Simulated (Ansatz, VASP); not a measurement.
## Au: VASP beside Ansatz

```
CELL_PARAMETERS angstrom
0.00000 2.00018 2.00018
2.00018 0.00000 2.00018
2.00018 2.00018 0.00000
ATOMIC_POSITIONS crystal
Au 0.00000 0.00000 0.00000
```

Alike in both runs: task single point; functional PBEsol; k mesh 18 × 18 × 18; occupations gaussian, width 0.1 eV; no spin polarisation.

|  | VASP | Ansatz |
| --- | --- | --- |
| version | VASP 6.6.1 | Ansatz 0.2.0 |
| potentials or method | VASP PAW PBE potentials, release 64 (Au), cutoff 520 eV | scalar-relativistic, plane waves, PAW |
| valence electrons in the cell | 11 | 19 |

|  | VASP | Ansatz | Ansatz less VASP |
| --- | --- | --- | --- |
| gap on the k mesh at the Fermi level (eV) | none | none | - |
| pressure (GPa) | 12.6 | 12.9 | +0.35 |

VASP's potentials were made for PBE, not for PBEsol. A gap of «none» marks a metal or a gap that the smearing closes. VASP's potentials hold 11 valence electrons a cell and Ansatz's 19, so a difference there can come from the potentials and not from the codes.

Spin-orbit coupling is off throughout.
